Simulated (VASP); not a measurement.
## BP (rocksalt type): density of states with LDA

BP (rocksalt type):

```
B P
1.0
     0.00000    2.13278    2.13278
     2.13278    0.00000    2.13278
     2.13278    2.13278    0.00000
B P
1 1
Direct
  0.00000 0.00000 0.00000
  0.50000 0.50000 0.50000
```

```json
{
  "Program": "VASP 6.6.1",
  "Task": "density of states",
  "Functional": "LDA",
  "Potentials or basis": "VASP PAW LDA potentials, release 64 (B, P)",
  "Cutoff": "420 eV",
  "k mesh": "15 × 15 × 15",
  "Occupations": "fermi-dirac, width 0.1 eV",
  "Spin": "no spin polarisation",
  "Dipole correction": "no",
  "k mesh for the DOS": "23 × 23 × 23",
  "Occupations for the DOS": "tetrahedron",
  "Further INCAR settings": "ALGO = Normal; EDIFF = 1e-06; NBANDS = 11"
}
```

```yaml
Valence_electrons_inside_the_program's_atomic_spheres: B 1.81; P 2.44
```

Levels at points of the mesh, in eV from the Fermi level:
| k point | band 1 | band 2 | band 3 | band 4 | band 5 | band 6 | band 7 | band 8 |
| --- | --- | --- | --- | --- | --- | --- | --- | --- |
| (0.00, 0.00, 0.00) | -17.28 | -0.04 | -0.04 | -0.04 | 7.16 | 7.90 | 7.90 | 7.90 |

Run time: 17 s on 1 thread of Intel(R) Xeon(R) Platinum 8481C CPU @ 2.70GHz (Sapphire Rapids) (shared host), peak memory 0.16 GiB.
